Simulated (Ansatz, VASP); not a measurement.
Rh: VASP beside Ansatz

The input INCAR:

```
SYSTEM = Rh
PREC = Accurate ; ENCUT = 500
EDIFF = 1E-6 ; ISMEAR = -1
SIGMA = 0.08 ; LREAL = .FALSE.
LASPH = .TRUE. ; NELM = 120
ALGO = Normal ; ISIF = 2
LWAVE = .FALSE. ; LCHARG = .FALSE.
NBANDS = 14 ; GGA_COMPAT = .FALSE.
```

The input KPOINTS:

```
regular mesh
0
G
  17 17 17
  0 0 0
```

The input POSCAR:

```
Rh
1.0
    2.4798091275      0.0000000000      0.0000000000
    0.0000000000      2.4798091275      0.0000000000
    0.0000000000      0.0000000000      2.4798091275
Rh
1
Direct
    0.0000000000      0.0000000000      0.0000000000
```

Input for Ansatz:

```yaml
crystal:
  lattice:
    - [2.4798091275, 0.0, 0.0]
    - [0.0, 2.4798091275, 0.0]
    - [0.0, 0.0, 2.4798091275]
  atoms:
    - { symbol: Rh, position: [0.0, 0.0, 0.0] }
kpoints:
  mp_grid: { grid: [17, 17, 17] }
scf:
  occupations: { method: fermi_dirac, width: 0.08 }
hamiltonian:
  xc: lda
  pseudopotentials: { kind: all_electron, datasets: crystal }
output:
  forces: true
  stress: true
  eigenvalues: true
```

Change from the starting cell: volume scaled by 1, crystal datasets.

Alike in both runs: task single point; functional LDA; k mesh 17 × 17 × 17; occupations fermi-dirac, width 0.08 eV; no spin polarisation.

|  | VASP | Ansatz |
| --- | --- | --- |
| version | VASP 6.6.1 | Ansatz 0.2.0 |
| potentials or method | VASP PAW LDA potentials, release 64 (Rh_pv), cutoff 500 eV | all-electron PAW with datasets made for the crystal, scalar-relativistic |

|  | VASP | Ansatz | Ansatz less VASP |
| --- | --- | --- | --- |
| pressure (GPa) | 0.8 | 0.1 | -0.73 |

LDA's correlation is that of Perdew and Zunger in VASP and of Perdew and Wang (1992) in Ansatz. Ansatz ran all-electron here, and VASP with PAW potentials.
